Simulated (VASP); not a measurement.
SnSe: single point with PBE

Crystal: SnSe.

```xyz
2
Lattice="0.0000 2.9849 2.9849 2.9849 0.0000 2.9849 2.9849 2.9849 0.0000" Properties=species:S:1:pos:R:3 pbc="T T T"
Sn    0.0000    0.0000    0.0000
Se    2.9849    2.9849    2.9849
```

```json
{
  "Program": "VASP 6.6.1",
  "Task": "single point",
  "Functional": "PBE",
  "Potentials or basis": "VASP PAW PBE potentials, release 64 (Sn_d, Se)",
  "Cutoff": "520 eV",
  "k mesh": "6 × 6 × 6",
  "Occupations": "gaussian, width 0.01 eV",
  "Spin": "no spin polarisation"
}
```

The pressure is 2.0 GPa and the band gap on the k mesh is 0.69 eV, direct.

Levels at points of the mesh, in eV from the valence-band top:
| k point | band 8 | band 9 | band 10 | band 11 | band 12 | band 13 |
| --- | --- | --- | --- | --- | --- | --- |
| (0.00, 0.00, 0.00) | -2.25 | -2.25 | -2.25 | 4.44 | 4.44 | 4.44 |
| (0.50, 0.00, 0.00) | -2.00 | -2.00 | 0.00 | 0.69 | 1.26 | 1.26 |
| (0.50, 0.50, 0.00) | -5.62 | -3.74 | -3.74 | 2.96 | 5.51 | 5.51 |

Run time: 14 s on 1 thread of Intel Xeon 6975P-C, on a shared host, peak memory 0.18 GiB.

Caveat: spin-orbit coupling is left out, which moves the levels of the heavy elements. A k mesh can miss the band edges.
